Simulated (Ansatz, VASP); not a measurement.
# W2Cl3 in VASP and in Ansatz

```
W Cl
1.0
     5.64826    0.00000    0.00000
    -2.82413    4.89153    0.00000
     0.00000    0.00000    4.77877
W Cl
2 3
Direct
  0.00000 0.00000 0.77478
  0.00000 0.00000 0.22522
  0.50000 0.00000 0.50000
  0.00000 0.50000 0.50000
  0.50000 0.50000 0.50000
```

Alike in both runs: functional PBE; k mesh 4 × 4 × 3; occupations gaussian, width 0.2 eV; no spin polarisation.

Ansatz relaxed the structure, and its values are those at the end. VASP's run is a single point on that final structure, the one shown.

```csv
,VASP,Ansatz
version,VASP 6.6.1,Ansatz 0.2.0
potentials or method,"VASP PAW PBE potentials, release 64 (W_sv, Cl), cutoff 520 eV","scalar-relativistic, plane waves, PAW"
valence electrons in the cell,49,49
```

```tsv
	VASP	Ansatz	Ansatz less VASP
gap on the k mesh at the Fermi level (eV)	none	none	-
pressure (GPa)	0.6	0.1	-0.53
rms of the force components (eV/Å)	0.217	0.002	-0.2154
```

A gap of «none» marks a metal or a gap that the smearing closes. One of these differences is far larger than is usual between the two programs; its cause wasn't traced.

The k mesh is coarse, so the values compare programs but aren't converged. Neither program's run includes spin-orbit coupling.
